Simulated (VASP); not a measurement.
A run of VASP 6.6.1 is set up as follows.

Contents of INCAR:

```
PREC = Accurate
ENCUT = 600
EDIFF = 1E-6
ISMEAR = 0
SIGMA = 0.15
LREAL = False
LASPH = True
NELM = 120
ALGO = Normal
ISIF = 2
LWAVE = False
LCHARG = False
GGA = PE
NBANDS = 33
GGA_COMPAT = False
```

KPOINTS

```
regular mesh
0
Gamma
  5 5 5
```

Contents of POSCAR:

```
Nb2SiO3
1.0
   -1.4034081625      1.4034081625      8.3113826538
    1.4034081625     -1.4034081625      8.3113826538
    1.4034081625      1.4034081625     -8.3113826538
Nb Si O
2 1 3
Direct
    0.3177101683      0.3177101683      0.0000000000
    0.6822898317      0.6822898317      0.0000000000
    0.0000000000      0.0000000000      0.0000000000
    0.8987150578      0.8987150578      0.0000000000
    0.1012849422      0.1012849422      0.0000000000
    0.5000000000      0.5000000000      0.0000000000
```

Potentials or basis: VASP PAW PBE potentials, release 64 (Nb_sv, Si, O).

The run is started by

```console
$ cat potpaw_PBE.64/Nb_sv/POTCAR potpaw_PBE.64/Si/POTCAR potpaw_PBE.64/O/POTCAR > POTCAR
$ mpirun -np 1 vasp_std > vasp.out
```

Estimate the largest force.

0.123 eV/Å.

Estimate the band gap on the k mesh.

zero (bands 24 and 25 overlap by 0.42 eV).

What does it give for the pressure?

-0.3 GPa.

Stress tensor (GPa, compression positive):
```
-0.83  0.00  0.00
 0.00 -0.83  0.00
 0.00  0.00  0.65
```

Caveat: the k points lie up to 0.45 Å⁻¹ apart.
